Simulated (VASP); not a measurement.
Set up this calculation in VASP 6.6.1, as the native input.

- Task: single point
- Functional: PBE
- Potentials or basis: VASP PAW PBE potentials, release 64 (In_d, Sb, O)
- Cutoff: 520 eV
- k mesh: 6 × 6 × 4
- Occupations: gaussian, width 0.1 eV
- Spin: no spin polarisation
- Dipole correction: no
- Further INCAR settings: ALGO = Fast; EDIFF = 1e-07; NBANDS = 19

The structure of InSbO lies in POSCAR:

```
InSbO
1.0
    4.3353920400      0.0000000000      0.0000000000
   -2.1676960200      3.7545596400      0.0000000000
    0.0000000000      0.0000000000      4.3691201800
In Sb O
1 1 1
Direct
    0.0000000000      0.0000000000      0.0000000000
    0.3333333300      0.6666666700      0.5000000000
    0.6666666700      0.3333333300      0.5000000000
```

The cell was generated, and may not be a known phase.

One way to write it, as run:

INCAR

```
SYSTEM = InSbO
PREC = Accurate
ENCUT = 520
EDIFF = 1E-7
ISMEAR = 0
SIGMA = 0.1
LREAL = .False.
LASPH = .True.
NELM = 100
ALGO = Fast
ISIF = 2
LWAVE = .False.
LCHARG = .True.
GGA = PE
LELF = .True.
LVHAR = .True.
NBANDS = 19
```

KPOINTS

```
regular mesh
0
Gamma
  6 6 4
  0 0 0
```

Potentials or basis: VASP PAW PBE potentials, release 64 (In_d, Sb, O).

Run with:

```sh
$ cat potpaw_PBE.64/In_d/POTCAR potpaw_PBE.64/Sb/POTCAR potpaw_PBE.64/O/POTCAR > POTCAR
$ mpirun -np 1 vasp_std > vasp.out
```

It gave:

* Pressure: -6.0 GPa
* Band gap on the k mesh: zero (bands 12 and 13 overlap by 1.94 eV)

Caveat: the stress differs along the axes, from -8 to -2 GPa; spin-orbit coupling is left out, which moves the levels of the heavy elements.

Run time: 22 s on 1 thread of Oxide Virtual Turin-like Processor, on a shared host, peak memory 0.16 GiB.
